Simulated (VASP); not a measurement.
# Na4ScTaSi3O12 (R3c) in VASP: electric field gradients with r2SCAN

Aim: the electric field gradients of Na4ScTaSi3O12 with r2SCAN.

Everything below comes from runs of VASP 6.6.1. Logs are shortened: lines on timing, memory, paths and dates and some standing lists are left out, and cuts for length are marked.

## (1) The cell of the first run

It takes space group R3c (No. 161, trigonal). Conventional cell: a = 9.183 Å, b = 9.183 Å, c = 22.276 Å, α = 90.00°, β = 90.00°, γ = 120.00°. Within 3.7 Å of Na (site symmetry 1) lie 10 O at 2.38 to 3.51 Å and 4 Si at 3.02 to 3.61 Å and 1 Sc at 3.11 Å and 2 Na at 3.31 to 3.60 Å and 1 Ta at 3.38 Å. Within 3.9 Å of Na (site symmetry 3) lie 12 O at 2.45 to 3.86 Å and 1 Sc at 3.16 Å and 6 Na at 3.31 to 3.60 Å and 1 Ta at 3.41 Å and 6 Si at 3.68 to 3.83 Å. Sc (site symmetry 3) has 6 O at 2.03 to 2.16 Å within 2.7 Å. Ta (site symmetry 3) has 6 O at 1.97 to 2.05 Å within 2.6 Å. Si (site symmetry 1) has 4 O at 1.60 to 1.69 Å within 2.1 Å. Within 2.1 Å of O (site symmetry 1) lie 1 Si at 1.60 Å and 1 Sc at 2.03 Å. Within 2.2 Å of O (site symmetry 1) lie 1 Si at 1.69 Å and 1 Ta at 1.97 Å. Within 2.2 Å of O (site symmetry 1) lie 1 Si at 1.62 Å and 1 Sc at 2.16 Å.

## (2) Electric field gradients, r2SCAN

POSCAR reads:

```
Na4ScTaSi3O12
1.0
    4.5914993191      2.6509033679      7.4253575333
   -4.5914993191      2.6509033679      7.4253575333
    0.0000000000     -5.3018067357      7.4253575333
Na Sc Ta Si O
8 2 2 6 24
Direct
    0.8874879700      0.6234520900      0.2294599400
    0.6234520900      0.2294599400      0.8874879700
    0.2294599400      0.8874879700      0.6234520900
    0.3874879700      0.7294599400      0.1234520900
    0.7294599400      0.1234520900      0.3874879700
    0.1234520900      0.3874879700      0.7294599400
    0.4932861600      0.4932861600      0.4932861600
    0.9932861600      0.9932861600      0.9932861600
    0.3513567000      0.3513567000      0.3513567000
    0.8513567000      0.8513567000      0.8513567000
    0.6462643600      0.6462643600      0.6462643600
    0.1462643600      0.1462643600      0.1462643600
    0.5434620500      0.9567018800      0.2552528700
    0.9567018800      0.2552528700      0.5434620500
    0.2552528700      0.5434620500      0.9567018800
    0.0434620500      0.7552528700      0.4567018800
    0.7552528700      0.4567018800      0.0434620500
    0.4567018800      0.0434620500      0.7552528700
    0.5198579500      0.1277602100      0.2843229600
    0.1277602100      0.2843229600      0.5198579500
    0.2843229600      0.5198579500      0.1277602100
    0.0198579500      0.7843229600      0.6277602100
    0.7843229600      0.6277602100      0.0198579500
    0.6277602100      0.0198579500      0.7843229600
    0.4965839000      0.8578470300      0.7242370300
    0.8578470300      0.7242370300      0.4965839000
    0.7242370300      0.4965839000      0.8578470300
    0.9965839000      0.2242370300      0.3578470300
    0.2242370300      0.3578470300      0.9965839000
    0.3578470300      0.9965839000      0.2242370300
    0.4223012300      0.2264007500      0.5899470800
    0.2264007500      0.5899470800      0.4223012300
    0.5899470800      0.4223012300      0.2264007500
    0.9223012300      0.0899470800      0.7264007500
    0.0899470800      0.7264007500      0.9223012300
    0.7264007500      0.9223012300      0.0899470800
    0.5522886200      0.7756301800      0.4360990500
    0.7756301800      0.4360990500      0.5522886200
    0.4360990500      0.5522886200      0.7756301800
    0.0522886200      0.9360990500      0.2756301800
    0.9360990500      0.2756301800      0.0522886200
    0.2756301800      0.0522886200      0.9360990500
```

INCAR.step1 reads:

```
PREC     = Accurate       # precision mode
ENCUT    = 520            # plane-wave cutoff, eV
ISMEAR   = -1             # smearing method
SIGMA    = 0.02           # smearing width, eV
LREAL    = Auto         
LASPH    = True           # aspherical terms in the spheres
NELM     = 60             # most SCF steps
NBANDS   = 161            # bands
GGA      = PE             # functional
ALGO     = Normal         # electronic algorithm
EDIFF    = 1E-4           # SCF threshold, eV
LWAVE    = True           # write WAVECAR
LCHARG   = False          # write CHGCAR
LUSENCCL = False
```

INCAR.step2 reads:

```
PREC     = Accurate       # precision mode
ENCUT    = 520            # plane-wave cutoff, eV
EDIFF    = 1E-8           # SCF threshold, eV
ISMEAR   = -1             # smearing method
SIGMA    = 0.02           # smearing width, eV
LREAL    = Auto         
LASPH    = True           # aspherical terms in the spheres
NELM     = 60             # most SCF steps
ALGO     = Normal         # electronic algorithm
ISIF     = 2              # what is computed and relaxed
LWAVE    = False          # write WAVECAR
LCHARG   = False          # write CHGCAR
METAGGA  = R2SCAN         # meta-GGA
LMIXTAU  = True         
LEFG     = True         
NBANDS   = 161            # bands
ISTART   = 1            
LUSENCCL = False
```

KPOINTS reads:

```
regular mesh
0
Gamma
  3 3 3
```

Potentials or basis: VASP PAW PBE potentials, release 64 (Na_pv, Sc_sv, Ta_pv, Si, O).

On the command line:

```bash
$ cat potpaw_PBE.64/Na_pv/POTCAR potpaw_PBE.64/Sc_sv/POTCAR potpaw_PBE.64/Ta_pv/POTCAR potpaw_PBE.64/Si/POTCAR potpaw_PBE.64/O/POTCAR > POTCAR
$ cp INCAR.step1 INCAR
$ mpirun -np 1 vasp_std > vasp.out
$ cp INCAR.step2 INCAR
$ mpirun -np 1 vasp_std > vasp.out
```

OUTCAR:

```text
PREC = Accurate
   ENCUT = 520
   EDIFF = 1E-8
   ISMEAR = -1
   LREAL = Auto
   LASPH = True
   NELM = 60
   ISIF = 2
   METAGGA = R2SCAN
   ISTART = 1

 ion  position               nearest neighbor table
   1  0.887  0.623  0.229-
   2  0.623  0.229  0.887-
   3  0.229  0.887  0.623-
   4  0.387  0.729  0.123-
   5  0.729  0.123  0.387-
   6  0.123  0.387  0.729-
   7  0.493  0.493  0.493-
   8  0.993  0.993  0.993-
   9  0.351  0.351  0.351-  21 2.03  19 2.03  20 2.03  31 2.16  32 2.16  33 2.16
  10  0.851  0.851  0.851-  22 2.03  24 2.03  23 2.03  36 2.16  35 2.16  34 2.16
  11  0.646  0.646  0.646-  27 1.97  25 1.97  26 1.97  37 2.05  38 2.05  39 2.05
  12  0.146  0.146  0.146-  28 1.97  30 1.97  29 1.97  42 2.05  41 2.05  40 2.05
  13  0.543  0.957  0.255-  19 1.60  36 1.62  37 1.66  30 1.69
  14  0.957  0.255  0.543-  20 1.60  34 1.62  38 1.66  28 1.69
  15  0.255  0.543  0.957-  21 1.60  35 1.62  39 1.66  29 1.69
  16  0.043  0.755  0.457-  22 1.60  32 1.62  40 1.66  26 1.69
  17  0.755  0.457  0.043-  23 1.60  33 1.62  41 1.66  27 1.69
[... 23 lines left out ...]
  41  0.936  0.276  0.052-  17 1.66  12 2.05
  42  0.276  0.052  0.936-  18 1.66  12 2.05

  LATTYP: Found a trigonal (rhomboedric) cell.
 ALAT       =     9.1238746791
 COS(alpha) =     0.4934988668

  Lattice vectors:

 A1 = (   4.5914993191,   2.6509033679,   7.4253575333)
 A2 = (  -4.5914993191,   2.6509033679,   7.4253575333)
 A3 = (   0.0000000000,  -5.3018067357,   7.4253575333)

Analysis of symmetry for initial positions (statically):
=====================================================================
 Subroutine PRICEL returns:
 Original cell was already a primitive cell.

 Routine SETGRP: Setting up the symmetry group for a
 trigonal (rhombohedral) supercell.

 Subroutine GETGRP returns: Found  6 space group operations
 (whereof  3 operations were pure point group operations)
 out of a pool of 12 trial point group operations.

The static configuration has the point symmetry C_3 .
 The point group associated with its full space group is C_3v.

Analysis of symmetry for dynamics (positions and initial velocities):
=====================================================================
 Subroutine PRICEL returns:
 Original cell was already a primitive cell.

 Routine SETGRP: Setting up the symmetry group for a
 trigonal (rhombohedral) supercell.

 Subroutine GETGRP returns: Found  6 space group operations
 (whereof  3 operations were pure point group operations)
 out of a pool of 12 trial point group operations.

The dynamic configuration has the point symmetry C_3 .
 The point group associated with its full space group is C_3v.

 Subroutine INISYM returns: Found  6 space group operations
 (whereof  3 operations are pure point group operations),
 and found     1 'primitive' translations

----------------------------------------------------------------------------------------

                                     Primitive cell

  volume of cell :     542.2718

  direct lattice vectors                    reciprocal lattice vectors
     4.591499319  2.650903368  7.425357533     0.108896891  0.062871649  0.044891217
    -4.591499319  2.650903368  7.425357533    -0.108896891  0.062871649  0.044891217
     0.000000000 -5.301806736  7.425357533     0.000000000 -0.125743298  0.044891217

  length of vectors
     9.123874679  9.123874679  9.123874679     0.133516285  0.133516285  0.133516285

  position of ions in fractional coordinates (direct lattice)
     0.887487970  0.623452090  0.229459940
     0.623452090  0.229459940  0.887487970
     0.229459940  0.887487970  0.623452090
     0.387487970  0.729459940  0.123452090
[... 150 lines left out ...]
   EFERMI =   0.00;   METHOD = LEGACY
   ISMEAR =    -1;   SIGMA  =   0.02  broadening in eV -4-tet -1-fermi 0-gaus
   EFERMI_NEDOS =   21; number of points for ismear=-14 and -15
   IALGO  =     38    algorithm
   IMIX   =      4    mixing-type and parameters
     AMIX     =   0.40;   BMIX     =  1.00
     AMIX_MAG =   1.60;   BMIX_MAG =  1.00
  volume/ion in A,a.u.               =      12.91        87.13
  Fermi-wavevector in a.u.,A,eV,Ry     =   1.294337  2.445943 22.793958  1.675309
  Thomas-Fermi vector in A             =   2.425926
   LORBIT       =      0    0 simple, 1 ext, 2 COOP (PROOUT), +10 PAW based schemes
   METAGGA = R2SCAN    functional components
   LHFCALC =     F    Hartree Fock is set to
   AEXX    =    0.0000 exact exchange contribution
   IVDW    =     0    specifies the selected vdW correction
   LEPSILON=     F    determine dielectric tensor
   LRPA    =     F    only Hartree local field effects (RPA)
 non-spin polarized calculation
  energy-cutoff  :      520.00
  volume of cell :      542.27
 maximum number of plane-waves:     14633
 NGX is ok and might be reduce to    70
   NGX = 33   NGY = 33   NGZ = 33

 number of electron     268.0000032 magnetization

 Free energy of the ion-electron system (eV)
  ---------------------------------------------------
  ext. energy  EPLUGINS =         0.00000000
  ---------------------------------------------------
  free energy    TOTEN  =      -465.94951224 eV

  energy without entropy =     -465.94951224  energy(sigma->0) =     -465.94951224

 E-fermi :   1.7950     XC(G=0): -10.1446

 val. band max:        1.1803529564   @ k =   0.0000   0.0000   0.0000
 cond. band min:       5.0882562836   @ k =   0.0000   0.0000   0.0000
 fundamental gap:      3.9079033272
 Fermi energy:         1.7949763983

 k-point     1 :       0.0000    0.0000    0.0000
  band No.  band energies     occupation
      1     -47.4862      2.00000
      2     -47.4862      2.00000
      3     -34.9263      2.00000
      4     -34.9261      2.00000
      5     -34.9172      2.00000
      6     -34.9172      2.00000
[... 883 lines left out ...]
    145       7.5028      0.00000
    146       7.5453      0.00000
 [bands above 146 left out]

------------------------ aborting loop because EDIFF is reached ----------------------------------------

  FORCE on cell =-STRESS in cart. coord.  units (eV):
  Direction    XX          YY          ZZ          XY          YZ          ZX
  --------------------------------------------------------------------------------------
  -------------------------------------------------------------------------------------
  Total      -14.7630268    -14.7630268    -13.2254536     -0.0000000     -0.0000000     -0.0000000
  in kB      -43.6183214    -43.6183214    -39.0754615     -0.0000000     -0.0000000     -0.0000000
  external PRESSURE =     -42.1040348 kB  Pullay stress =       0.0000000 kB

 VOLUME and BASIS-vectors are now :
 -----------------------------------------------------------------------------
  energy-cutoff  :      520.00
  volume of cell :      542.27
      direct lattice vectors                 reciprocal lattice vectors
     4.591499319  2.650903368  7.425357533     0.108896891  0.062871649  0.044891217
    -4.591499319  2.650903368  7.425357533    -0.108896891  0.062871649  0.044891217
     0.000000000 -5.301806736  7.425357533     0.000000000 -0.125743298  0.044891217

 POSITION                                       TOTAL-FORCE (eV/Angst)
 -----------------------------------------------------------------------------------
      1.21232      2.78880     12.92309         0.010091     -0.064227     -0.106277
      1.80901     -2.44430     12.92309        -0.060668      0.023375     -0.106277
     -3.02134     -0.34450     12.92309         0.050577      0.040853     -0.106277
     -1.57016      2.30640      9.21041        -0.050577      0.040853     -0.106277
      2.78248      0.20660      9.21041         0.060668      0.023375     -0.106277
     -1.21232     -2.51300      9.21041        -0.010091     -0.064227     -0.106277
[... 34 lines left out ...]
      3.03254      2.93495      9.38578         0.028553     -0.024419      0.151369
      1.02547     -4.09374      9.38578        -0.035424     -0.012519      0.151369
 -----------------------------------------------------------------------------------
    total drift:                               -0.000000     -0.000000     -0.045577

  FREE ENERGIE OF THE ION-ELECTRON SYSTEM (eV)
  ---------------------------------------------------
  free  energy   TOTEN  =      -465.9495122406 eV

  energy  without entropy=     -465.9495122406  energy(sigma->0) =     -465.94951224

 Electric field gradients (V/A^2)
---------------------------------------------------------------------
 ion       V_xx      V_yy      V_zz      V_xy      V_xz      V_yz
---------------------------------------------------------------------
   1       2.284    -7.508     5.224     4.029    -1.848     4.167
   2      -8.549     3.326     5.224     2.225     4.532    -0.483
   3      -1.570    -3.653     5.224    -6.255    -2.685    -3.683
   4      -1.570    -3.653     5.224     6.255     2.685    -3.683
   5      -8.549     3.326     5.224    -2.225    -4.532    -0.483
   6       2.284    -7.508     5.224    -4.029     1.848     4.167
[... 34 lines left out ...]
  41      51.600   -29.342   -22.258    -4.967    19.974    -2.763
  42      -4.805    27.063   -22.258    37.533   -12.380   -15.916
---------------------------------------------------------------------

 Electric field gradients after diagonalization (V/A^2)
 (convention: |V_zz| > |V_xx| > |V_yy|)
----------------------------------------------------------------------
 ion       V_xx      V_yy      V_zz     asymmetry (V_yy - V_xx)/ V_zz
----------------------------------------------------------------------
   1       6.592     3.694   -10.286       0.282
   2       6.592     3.694   -10.286       0.282
   3       6.592     3.694   -10.286       0.282
   4       6.592     3.694   -10.286       0.282
   5       6.592     3.694   -10.286       0.282
   6       6.592     3.694   -10.286       0.282
[... 34 lines left out ...]
  41     -30.383   -26.622    57.005       0.066
  42     -30.383   -26.622    57.005       0.066
----------------------------------------------------------------------

           NMR quadrupolar parameters

 Cq : quadrupolar parameter    Cq=e*Q*V_zz/h
 eta: asymmetry parameters     (V_yy - V_xx)/ V_zz
 Q  : nuclear electric quadrupole moment in mb (millibarn)
----------------------------------------------------------------------
 ion       Cq(MHz)       eta       Q (mb)
----------------------------------------------------------------------
   1      -0.025       0.282       1.000
   2      -0.025       0.282       1.000
   3      -0.025       0.282       1.000
   4      -0.025       0.282       1.000
   5      -0.025       0.282       1.000
   6      -0.025       0.282       1.000
[... 34 lines left out ...]
  41       0.138       0.066       1.000
  42       0.138       0.066       1.000
----------------------------------------------------------------------
```

Wall time 8.6 min (1 × NVIDIA H100 80GB with 1 thread of AMD EPYC 7R13 (Zen 3), shared host); peak memory 2 GiB.

Results:

```
Free energy                             : -465.9495 eV
Pressure                                : -4.2 GPa
Largest force                           : 0.367 eV/Å
Band gap on the k mesh                  : 3.91 eV
Largest electric field gradient by atom : Na -10.3, -10.6 (each value once); Sc +29.3; Ta +14.1; Si +29.4; O +38.8, +57.3, +51.5, +57.0 (each value once) V/Å²
```

Forces on the atoms (eV/Å):
```
Na   0.010 -0.064 -0.106
Na  -0.061  0.023 -0.106
Na   0.051  0.041 -0.106
Na  -0.051  0.041 -0.106
Na   0.061  0.023 -0.106
Na  -0.010 -0.064 -0.106
Na   0.000  0.000  0.099
Na   0.000  0.000  0.099
Sc   0.000  0.000  0.214
Sc   0.000  0.000  0.214
Ta   0.000  0.000  0.070
Ta   0.000  0.000  0.070
Si   0.028  0.129  0.022
Si   0.098 -0.089  0.022
Si  -0.126 -0.041  0.022
Si   0.126 -0.041  0.022
Si  -0.098 -0.089  0.022
Si  -0.028  0.129  0.022
O    0.169 -0.219 -0.241
O   -0.274 -0.037 -0.241
O    0.105  0.256 -0.241
O   -0.105  0.256 -0.241
O    0.274 -0.037 -0.241
O   -0.169 -0.219 -0.241
O    0.050  0.156  0.010
O    0.110 -0.121  0.010
O   -0.160 -0.034  0.010
O    0.160 -0.034  0.010
O   -0.110 -0.121  0.010
O   -0.050  0.156  0.010
O    0.237 -0.272  0.038
O   -0.354 -0.070  0.038
O    0.117  0.342  0.038
O   -0.117  0.342  0.038
O    0.354 -0.070  0.038
O   -0.237 -0.272  0.038
O    0.035 -0.013  0.151
O   -0.029 -0.024  0.151
O   -0.007  0.037  0.151
O    0.007  0.037  0.151
O    0.029 -0.024  0.151
O   -0.035 -0.013  0.151
```

Electric field gradients, principal values (V/Å²):
```csv
atom,least,middle,greatest (by size)
1 Na,3.694,6.592,-10.286
2 Na,3.694,6.592,-10.286
3 Na,3.694,6.592,-10.286
4 Na,3.694,6.592,-10.286
5 Na,3.694,6.592,-10.286
6 Na,3.694,6.592,-10.286
7 Na,5.283,5.283,-10.566
8 Na,5.283,5.283,-10.566
9 Sc,-14.674,-14.674,29.349
10 Sc,-14.674,-14.674,29.349
11 Ta,-7.073,-7.073,14.147
12 Ta,-7.073,-7.073,14.147
13 Si,-4.369,-24.989,29.357
14 Si,-4.369,-24.989,29.357
15 Si,-4.369,-24.989,29.357
16 Si,-4.369,-24.989,29.357
17 Si,-4.369,-24.989,29.357
18 Si,-4.369,-24.989,29.357
19 O,-11.828,-26.931,38.760
20 O,-11.828,-26.931,38.760
21 O,-11.828,-26.931,38.760
22 O,-11.828,-26.931,38.760
23 O,-11.828,-26.931,38.760
24 O,-11.828,-26.931,38.760
25 O,-27.043,-30.283,57.327
26 O,-27.043,-30.283,57.327
27 O,-27.043,-30.283,57.327
28 O,-27.043,-30.283,57.327
29 O,-27.043,-30.283,57.327
30 O,-27.043,-30.283,57.327
31 O,-15.016,-36.442,51.457
32 O,-15.016,-36.442,51.457
33 O,-15.016,-36.442,51.457
34 O,-15.016,-36.442,51.457
35 O,-15.016,-36.442,51.457
36 O,-15.016,-36.442,51.457
37 O,-26.622,-30.383,57.005
38 O,-26.622,-30.383,57.005
39 O,-26.622,-30.383,57.005
40 O,-26.622,-30.383,57.005
41 O,-26.622,-30.383,57.005
42 O,-26.622,-30.383,57.005
```

Caveat: the cell stands under tension; without QUAD_EFG the Cq values of the log hold for a quadrupole moment of 1 mb, not for the nuclei; the PAW data sets were made with another functional, which shifts forces and pressure a little; spin-orbit coupling is left out, which moves the levels of the heavy elements. A k mesh can miss the band edges.
